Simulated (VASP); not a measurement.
Input of a VASP 6.6.1 run:

INCAR

```
SYSTEM = WSe2
ALGO     = Normal         ! electronic algorithm
EDIFF    = 1E-7           ! SCF threshold, eV
EDIFFG   = -0.01          ! ionic threshold
ENCUT    = 600            ! plane-wave cutoff, eV
GGA      = PE             ! functional
IBRION   = 2              ! ionic algorithm
ISIF     = 3              ! what is computed and relaxed
ISMEAR   = 0              ! smearing method
LASPH    = .TRUE.         ! aspherical terms in the spheres
LCHARG   = .FALSE.        ! write CHGCAR
LREAL    = .FALSE.        ! projectors in reciprocal space
LWAVE    = .FALSE.        ! write WAVECAR
NELM     = 80             ! most SCF steps
NSW      = 80             ! ionic steps
PREC     = Accurate       ! precision mode
SIGMA    = 0.02           ! smearing width, eV
```

KPOINTS

```
k-points
0
G
  9 9 9
  0 0 0
```

The input POSCAR:

```
WSe2
1.0
    1.6788913373      0.9693083655      7.8731347503
   -1.6788913373      0.9693083655      7.8731347503
    0.0000000000     -1.9386167310      7.8731347503
W Se
1 2
Direct
    0.0006774479      0.0006774479      0.0006774479
    0.4040743059      0.4040743059      0.4040743059
    0.2639482462      0.2639482462      0.2639482462
```

Potentials or basis: VASP PAW PBE potentials, release 64 (W_sv, Se).

The run is started by

```sh
$ cat potpaw_PBE.64/W_sv/POTCAR potpaw_PBE.64/Se/POTCAR > POTCAR
$ mpirun -np 1 vasp_std > vasp.out
```

(1) Predict the band gap on the k mesh.

(2) Estimate the space group after relaxing (to 0.1 Å).

(3) What does it give for the relaxed cell?

(4) Estimate the relaxed volume.

Answers

(1) 1.54 eV.

(2) R3m (No. 160).

(3) a = 8.177 Å, b = 8.177 Å, c = 8.177 Å, α = 23.44°, β = 23.44°, γ = 23.44°.

(4) 25.33 Å³/atom.

Caveat: spin-orbit coupling is left out, which moves the levels of the heavy elements.
